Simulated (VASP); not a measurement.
# VCd (P4/mmm) in VASP: single point with r2SCAN

Aim: the single point of VCd with r2SCAN.

Program: VASP 6.6.1. These are calculated values, not measurements. Logs are shortened: lines on timing, memory, paths and dates and some standing lists are left out, and cuts for length are marked.

## (1) The cell of the first run

It takes space group P4/mmm (No. 123, tetragonal). Conventional cell: a = 2.752 Å, b = 2.752 Å, c = 4.440 Å, α = 90.00°, β = 90.00°, γ = 90.00°. Within 3.6 Å of V (site symmetry 4/mmm) lie 4 V at 2.75 Å and 8 Cd at 2.95 Å. Within 3.6 Å of Cd (site symmetry 4/mmm) lie 4 Cd at 2.75 Å and 8 V at 2.95 Å.

## (2) Single point, r2SCAN

Input file POSCAR:

```
VCd
1.0
    2.7515367287      0.0000000000      0.0000000000
    0.0000000000      2.7515367287      0.0000000000
    0.0000000000      0.0000000000      4.4403036851
V Cd
1 1
Direct
    0.0000000000      0.0000000000      0.0000000000
    0.5000000000      0.5000000000      0.5000000000
```

Input file INCAR.step1:

```
SYSTEM = VCd
PREC = Accurate ; ENCUT = 520
ISMEAR = 0 ; SIGMA = 0.1
LREAL = .False. ; LASPH = .True.
NELM = 100 ; NBANDS = 20
GGA = PE ; ALGO = Normal
EDIFF = 1E-4 ; LWAVE = .True.
LCHARG = .False.
```

Input file INCAR.step2:

```
SYSTEM = VCd
PREC = Accurate ; ENCUT = 520
EDIFF = 1E-7 ; ISMEAR = 0
SIGMA = 0.1 ; LREAL = .False.
LASPH = .True. ; NELM = 100
ALGO = Normal ; ISIF = 2
LWAVE = .False. ; LCHARG = .False.
METAGGA = R2SCAN ; LMIXTAU = .True.
NBANDS = 20 ; ISTART = 1
```

Input file KPOINTS:

```
regular mesh
0
Gamma
  14 14 10
  0 0 0
```

Potentials or basis: VASP PAW PBE potentials, release 64 (V_sv, Cd).

On the command line:

```sh
$ cat potpaw_PBE.64/V_sv/POTCAR potpaw_PBE.64/Cd/POTCAR > POTCAR
$ cp INCAR.step1 INCAR
$ mpirun -np 1 vasp_std > vasp.out
$ cp INCAR.step2 INCAR
$ mpirun -np 1 vasp_std > vasp.out
```

OUTCAR:

```text
SYSTEM = VCd
   PREC = Accurate
   ENCUT = 520
   EDIFF = 1E-7
   ISMEAR = 0
   LREAL = .False.
   LASPH = .True.
   NELM = 100
   ISIF = 2
   METAGGA = R2SCAN
   ISTART = 1

 ion  position               nearest neighbor table
   1  0.000  0.000  0.000-   2 2.95   2 2.95   2 2.95   2 2.95   2 2.95   2 2.95   2 2.95   2 2.95

   2  0.500  0.500  0.500-   1 2.95   1 2.95   1 2.95   1 2.95   1 2.95   1 2.95   1 2.95   1 2.95

  LATTYP: Found a simple tetragonal cell.
 ALAT       =     2.7515367287
 C/A-ratio  =     1.6137541029

  Lattice vectors:

 A1 = (   2.7515367287,   0.0000000000,   0.0000000000)
 A2 = (   0.0000000000,   2.7515367287,   0.0000000000)
 A3 = (   0.0000000000,   0.0000000000,   4.4403036851)

Analysis of symmetry for initial positions (statically):
=====================================================================
 Subroutine PRICEL returns:
 Original cell was already a primitive cell.

 Routine SETGRP: Setting up the symmetry group for a
 simple tetragonal supercell.

 Subroutine GETGRP returns: Found 16 space group operations
 (whereof 16 operations were pure point group operations)
 out of a pool of 16 trial point group operations.

The static configuration has the point symmetry D_4h.

Analysis of symmetry for dynamics (positions and initial velocities):
=====================================================================
 Subroutine PRICEL returns:
 Original cell was already a primitive cell.

 Routine SETGRP: Setting up the symmetry group for a
 simple tetragonal supercell.

 Subroutine GETGRP returns: Found 16 space group operations
 (whereof 16 operations were pure point group operations)
 out of a pool of 16 trial point group operations.

The dynamic configuration has the point symmetry D_4h.

 Subroutine INISYM returns: Found 16 space group operations
 (whereof 16 operations are pure point group operations),
 and found     1 'primitive' translations

----------------------------------------------------------------------------------------

                                     Primitive cell

  volume of cell :      33.6173

  direct lattice vectors                    reciprocal lattice vectors
     2.751536729  0.000000000  0.000000000     0.363433273  0.000000000  0.000000000
     0.000000000  2.751536729  0.000000000     0.000000000  0.363433273  0.000000000
     0.000000000  0.000000000  4.440303685     0.000000000  0.000000000  0.225209821

  length of vectors
     2.751536729  2.751536729  4.440303685     0.363433273  0.363433273  0.225209821

  position of ions in fractional coordinates (direct lattice)
     0.000000000  0.000000000  0.000000000
     0.500000000  0.500000000  0.500000000

  ion indices of the primitive-cell ions
   primitive index   ion index
                 1           1
                 2           2

----------------------------------------------------------------------------------------

 KPOINTS: regular mesh

Automatic generation of k-mesh.
 Grid dimensions read from file:
 generate k-points for:   14   14   10

 Generating k-lattice:

  Cartesian coordinates                     Fractional coordinates (reciprocal lattice)
     0.025959520  0.000000000  0.000000000     0.071428571  0.000000000  0.000000000
     0.000000000  0.025959520  0.000000000     0.000000000  0.071428571  0.000000000
     0.000000000  0.000000000  0.022520982     0.000000000  0.000000000  0.100000000

  Length of vectors
     0.025959520  0.025959520  0.022520982

  Shift w.r.t. Gamma in fractional coordinates (k-lattice)
     0.000000000  0.000000000  0.000000000

 Subroutine IBZKPT returns following result:
 ===========================================

 Found    216 irreducible k-points:

 Following reciprocal coordinates:
            Coordinates               Weight
  0.000000  0.000000  0.000000      1.000000
  0.071429  0.000000  0.000000      4.000000
  0.142857  0.000000  0.000000      4.000000
  0.214286  0.000000  0.000000      4.000000
  0.285714  0.000000  0.000000      4.000000
  0.357143  0.000000  0.000000      4.000000
[... 16 lines left out ...]
  0.285714  0.214286  0.000000      8.000000
  0.357143  0.214286  0.000000      8.000000
 [... further k-points ...]
   k-points           NKPTS =    216   k-points in BZ     NKDIM =    216   number of bands    NBANDS=     20
   number of dos      NEDOS =    301   number of ions     NIONS =      2
   total plane-waves  NPLWV =  14400
   dimension x,y,z NGX =    20 NGY =   20 NGZ =   36
   dimension x,y,z NGXF=    40 NGYF=   40 NGZF=   72
   ions per type =               1   1
   NGX,Y,Z   is equivalent  to a cutoff of  12.08, 12.08, 13.48 a.u.
   NGXF,Y,Z  is equivalent  to a cutoff of  24.17, 24.17, 26.96 a.u.
 SYSTEM =  VCd
   PREC   = accura    normal or accurate (medium, high low for compatibility)
   ISTART =      1    job   : 0-new  1-cont  2-samecut
   ICHARG =      0    charge: 1-file 2-atom 10-const
   ISPIN  =      1    spin polarized calculation?
   LNONCOLLINEAR =      F non collinear calculations
   LSORBIT =      F    spin-orbit coupling
   LASPH  =      T    aspherical Exc in radial PAW
   ENCUT  =  520.0 eV  38.22 Ry    6.18 a.u.   5.12  5.12  8.26*2*pi/ulx,y,z
   NELM   =    100;   NELMIN=  2; NELMDL=  0     # of ELM steps
   EDIFF  = 0.1E-06   stopping-criterion for ELM
   LREAL  =      F    real-space projection
   EDIFFG = 0.1E-05   stopping-criterion for IOM
   NSW    =      0    number of steps for IOM
   IBRION =     -1    ionic relax: 0-MD 1-quasi-New 2-CG
   NFREE  =      0    steps in history (QN), initial steepest desc. (CG)
   ISIF   =      2    stress and relaxation
   ISYM   =      2    0-nonsym 1-usesym 2-fastsym
   POTIM  = 0.5000    time-step for ionic-motion
   TEBEG  =    0.0;   TEEND  =   0.0 temperature during run
   PSTRESS=    0.0 pullay stress
   NELECT =      25.0000    total number of electrons
   NUPDOWN=      -1.0000    fix difference up-down
   EMIN   =  10.00;   EMAX   =-10.00  energy-range for DOS
   EFERMI =   0.00;   METHOD = LEGACY
   ISMEAR =     0;   SIGMA  =   0.10  broadening in eV -4-tet -1-fermi 0-gaus
   EFERMI_NEDOS =   21; number of points for ismear=-14 and -15
   IALGO  =     38    algorithm
   IMIX   =      4    mixing-type and parameters
     AMIX     =   0.40;   BMIX     =  1.00
     AMIX_MAG =   1.60;   BMIX_MAG =  1.00
  volume/ion in A,a.u.               =      16.81       113.43
  Fermi-wavevector in a.u.,A,eV,Ry     =   1.483202  2.802846 29.931309  2.199889
  Thomas-Fermi vector in A             =   2.596893
   LORBIT       =      0    0 simple, 1 ext, 2 COOP (PROOUT), +10 PAW based schemes
   METAGGA = R2SCAN    functional components
   LHFCALC =     F    Hartree Fock is set to
   AEXX    =    0.0000 exact exchange contribution
   IVDW    =     0    specifies the selected vdW correction
   LEPSILON=     F    determine dielectric tensor
   LRPA    =     F    only Hartree local field effects (RPA)
 non-spin polarized calculation
 Gauss-broadening in eV      SIGMA  =   0.10
  energy-cutoff  :      520.00
  volume of cell :       33.62
 maximum number of plane-waves:       926
   NGX = 11   NGY = 11   NGZ = 17

 number of electron      25.0000006 magnetization

 Free energy of the ion-electron system (eV)
  ---------------------------------------------------
  ext. energy  EPLUGINS =         0.00000000
  ---------------------------------------------------
  free energy    TOTEN  =       -33.51532159 eV

  energy without entropy =      -33.50688309  energy(sigma->0) =      -33.51110234

 E-fermi :   5.7004     XC(G=0): -13.0985

 val. band max:        5.6932668975   @ k =   0.2143   0.2143   0.2000
 cond. band min:       5.7086401981   @ k =   0.1429   0.1429   0.4000
 fundamental gap:      0.0153733006
 Fermi energy:         5.7004387488

 k-point     1 :       0.0000    0.0000    0.0000
  band No.  band energies     occupation
      1     -61.0525      2.00000
      2     -33.8903      2.00000
      3     -33.4928      2.00000
      4     -33.4928      2.00000
      5      -4.5768      2.00000
      6      -4.1447      2.00000
[... 12 lines left out ...]
     19      18.1164      0.00000
     20      22.6829      0.00000

 k-point     2 :       0.0714    0.0000    0.0000
  band No.  band energies     occupation
      1     -61.0502      2.00000
      2     -33.8883      2.00000
      3     -33.5119      2.00000
      4     -33.4913      2.00000
      5      -4.5310      2.00000
      6      -4.0761      2.00000
[... 12 lines left out ...]
     19      18.3097      0.00000
     20      22.5486      0.00000

 k-point     3 :       0.1429    0.0000    0.0000
  band No.  band energies     occupation
      1     -61.0440      2.00000
      2     -33.8826      2.00000
      3     -33.5652      2.00000
      4     -33.4869      2.00000
      5      -4.4327      2.00000
      6      -3.8677      2.00000
[... 12 lines left out ...]
     19      18.8707      0.00000
     20      21.8605      0.00000

 k-point     4 :       0.2143    0.0000    0.0000
  band No.  band energies     occupation
      1     -61.0349      2.00000
      2     -33.8743      2.00000
      3     -33.6416      2.00000
      4     -33.4806      2.00000
      5      -4.3313      2.00000
      6      -3.5690      2.00000
[... 12 lines left out ...]
     19      19.7535      0.00000
     20      20.4985      0.00000

 k-point     5 :       0.2857    0.0000    0.0000
  band No.  band energies     occupation
      1     -61.0249      2.00000
      2     -33.8651      2.00000
      3     -33.7257      2.00000
      4     -33.4736      2.00000
      5      -4.2397      2.00000
      6      -3.4452      2.00000
[... 12 lines left out ...]
     19      18.8439      0.00000
     20      19.6013      0.00000
[... 353 lines left out ...]
      6      -3.7402      2.00000
[... 12 lines left out ...]
     19      14.3451      0.00000
     20      15.6767      0.00000

 k-point    22 :       0.2143    0.2143    0.0000
  band No.  band energies     occupation
      1     -61.0176      2.00000
      2     -33.8584      2.00000
      3     -33.6313      2.00000
      4     -33.6220      2.00000
      5      -3.7153      2.00000
      6      -3.4641      2.00000
[... 12 lines left out ...]
     19      14.8248      0.00000
     20      20.8823      0.00000

 k-point    23 :       0.2857    0.2143    0.0000
  band No.  band energies     occupation
      1     -61.0077      2.00000
      2     -33.8493      2.00000
      3     -33.7095      2.00000
      4     -33.6178      2.00000
      5      -3.5572      2.00000
      6      -3.4036      2.00000
[... 12 lines left out ...]
     19      15.1968      0.00000
     20      19.3088      0.00000

 k-point    24 :       0.3571    0.2143    0.0000
  band No.  band energies     occupation
      1     -60.9987      2.00000
      2     -33.8411      2.00000
      3     -33.7831      2.00000
      4     -33.6102      2.00000
      5      -3.6042      2.00000
      6      -3.6033      2.00000
[... 12 lines left out ...]
     19      16.1135      0.00000
     20      17.6161      0.00000

 [... further k-points ...]

------------------------ aborting loop because EDIFF is reached ----------------------------------------

  FORCE on cell =-STRESS in cart. coord.  units (eV):
  Direction    XX          YY          ZZ          XY          YZ          ZX
  --------------------------------------------------------------------------------------
  -------------------------------------------------------------------------------------
  Total       -0.4477043     -0.4477043     -0.3905478      0.0000000     -0.0000000      0.0000000
  in kB      -21.3372545    -21.3372545    -18.6132189      0.0000000     -0.0000000      0.0000000
  external PRESSURE =     -20.4292426 kB  Pullay stress =       0.0000000 kB

 VOLUME and BASIS-vectors are now :
 -----------------------------------------------------------------------------
  energy-cutoff  :      520.00
  volume of cell :       33.62
      direct lattice vectors                 reciprocal lattice vectors
     2.751536729  0.000000000  0.000000000     0.363433273  0.000000000  0.000000000
     0.000000000  2.751536729  0.000000000     0.000000000  0.363433273  0.000000000
     0.000000000  0.000000000  4.440303685     0.000000000  0.000000000  0.225209821

 POSITION                                       TOTAL-FORCE (eV/Angst)
 -----------------------------------------------------------------------------------
      0.00000      0.00000      0.00000         0.000000      0.000000      0.000000
      1.37577      1.37577      2.22015         0.000000      0.000000      0.000000
 -----------------------------------------------------------------------------------
    total drift:                               -0.000000      0.000000      0.000000

  FREE ENERGIE OF THE ION-ELECTRON SYSTEM (eV)
  ---------------------------------------------------
  free  energy   TOTEN  =       -33.5153215851 eV

  energy  without entropy=      -33.5068830909  energy(sigma->0) =      -33.51110234
```

It took 3 min on 1 thread of Intel Xeon 6975P-C (Granite Rapids), shared host; peak memory 0.26 GiB.

Results:

| Property | Result |
| --- | --- |
| Free energy | -33.5153 eV |
| Pressure | -2.0 GPa |
| Band gap on the k mesh | zero (an odd number of electrons rules out a gap without spin polarisation) |

Levels at points of the mesh, in eV from the Fermi level:
| k point | band 9 | band 10 | band 11 | band 12 | band 13 | band 14 | band 15 | band 16 | band 17 | band 18 |
| --- | --- | --- | --- | --- | --- | --- | --- | --- | --- | --- |
| (0.00, 0.00, 0.00) | -8.44 | -8.09 | -1.56 | -1.33 | -0.58 | 1.72 | 1.72 | 2.67 | 5.69 | 12.42 |
| (0.50, 0.00, 0.00) | -8.31 | -3.62 | -2.21 | -1.70 | -0.88 | 1.39 | 1.80 | 3.41 | 7.29 | 7.78 |
| (0.50, 0.50, 0.00) | -7.48 | -1.85 | 0.25 | 0.25 | 1.05 | 1.61 | 1.61 | 3.08 | 7.23 | 8.56 |
| (0.00, 0.00, 0.50) | -8.09 | -6.96 | -5.45 | -1.40 | -0.41 | 1.48 | 1.48 | 2.66 | 12.48 | 13.33 |
| (0.50, 0.00, 0.50) | -8.33 | -2.81 | -1.84 | -1.11 | -0.60 | 1.14 | 1.49 | 1.86 | 3.83 | 6.01 |
| (0.50, 0.50, 0.50) | -7.48 | -2.20 | -1.31 | -1.31 | 1.11 | 3.08 | 5.59 | 5.59 | 5.88 | 6.42 |

Caveat: the PAW data sets were made with another functional, which shifts forces and pressure a little.
